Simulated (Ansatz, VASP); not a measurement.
# Cd in VASP and in Ansatz

```xyz
1
Lattice="0.0000 2.2745 2.2745 2.2745 0.0000 2.2745 2.2745 2.2745 0.0000" Properties=species:S:1:pos:R:3 pbc="T T T"
Cd    0.0000    0.0000    0.0000
```

Alike in both runs: task single point; functional PBE; k mesh 16 × 16 × 16; occupations gaussian, width 0.1 eV; no spin polarisation.

|  | VASP | Ansatz |
| --- | --- | --- |
| version | VASP 6.6.1 | Ansatz 0.2.0 |
| potentials or method | VASP PAW PBE potentials, release 64 (Cd), cutoff 520 eV | scalar-relativistic, plane waves, PAW |
| valence electrons in the cell | 12 | 20 |

VASP gave:

- gap on the k mesh at the Fermi level (eV): none
- pressure (GPa): -0.8

Estimate Ansatz's values.

gap on the k mesh at the Fermi level (eV): none; pressure (GPa): -1.0.

A gap of «none» marks a metal or a gap that the smearing closes. With one functional, cell and mesh, what is left measures potentials, basis and numerics. VASP's potentials hold 12 valence electrons a cell and Ansatz's 20, so a difference there can come from the potentials and not from the codes.
